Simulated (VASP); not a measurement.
Set up this calculation in VASP 6.6.1, as the native input.

| Property | Result |
| --- | --- |
| Task | relaxation of cell and atoms |
| Functional | PBEsol |
| Potentials or basis | VASP PAW PBE potentials, release 64 (Ba_sv) |
| Cutoff | 600 eV |
| k mesh | 7 × 7 × 7 |
| Occupations | fermi-dirac, width 0.05 eV |
| Spin | no spin polarisation |
| Target pressure | 20 GPa |
| Dipole correction | no |
| Further INCAR settings | ALGO = Normal; EDIFF = 1e-06; IBRION = 2; EDIFFG = -0.01; NSW = 60; ISIF = 3 |

The structure of Ba lies in POSCAR:

```
Ba
1.0
    0.0000000000      3.2326650028      3.2326650028
    3.2326650028      0.0000000000      3.2326650028
    3.2326650028      3.2326650028      0.0000000000
Ba
1
Direct
    0.0000000000      0.0000000000      0.0000000000
```

The input as run:

INCAR

```
SYSTEM = Ba
PREC = Accurate
ENCUT = 600
EDIFF = 1E-6
ISMEAR = -1
SIGMA = 0.05
LREAL = .FALSE.
LASPH = .TRUE.
NELM = 100
ALGO = Normal
ISIF = 3
LWAVE = .FALSE.
LCHARG = .FALSE.
GGA = PS
IBRION = 2
NSW = 60
EDIFFG = -0.01
PSTRESS = 200.0
```

KPOINTS

```
Automatic mesh
0
G
  7 7 7
  0 0 0
```

Potentials or basis: VASP PAW PBE potentials, release 64 (Ba_sv).

Run with:

```sh
$ cat potpaw_PBE.64/Ba_sv/POTCAR > POTCAR
$ mpirun -np 1 vasp_std > vasp.out
```

Results of the run:

The relaxed volume is 27.33 Å³/atom, the relaxed cell is a = 3.381 Å, b = 3.381 Å, c = 3.381 Å, α = 60.00°, β = 60.00°, γ = 60.00° and the space group after relaxing (to 0.05 Å) is Fm-3m (No. 225). The energy change on relaxing (the enthalpy is what falls) is +1099.3 meV/atom. The ionic steps are 16 and the pressure after relaxing is 19.9 GPa. The band gap on the k mesh is zero (band 5 reaches 6.07 eV, above the bottom of band 6 at 3.82 eV).

Caveat: the cell is relaxed towards a set pressure, so the enthalpy falls and the energy may rise; the volume moved by over 15 % at a fixed basis, so the end points are rough; the PAW data sets were made with another functional, which shifts forces and pressure a little; spin-orbit coupling is left out, which moves the levels of the heavy elements.

Run time: 2.2 min on 1 thread of Intel(R) Xeon(R) 6975P-C (Granite Rapids), on a shared host, peak memory 0.3 GiB.
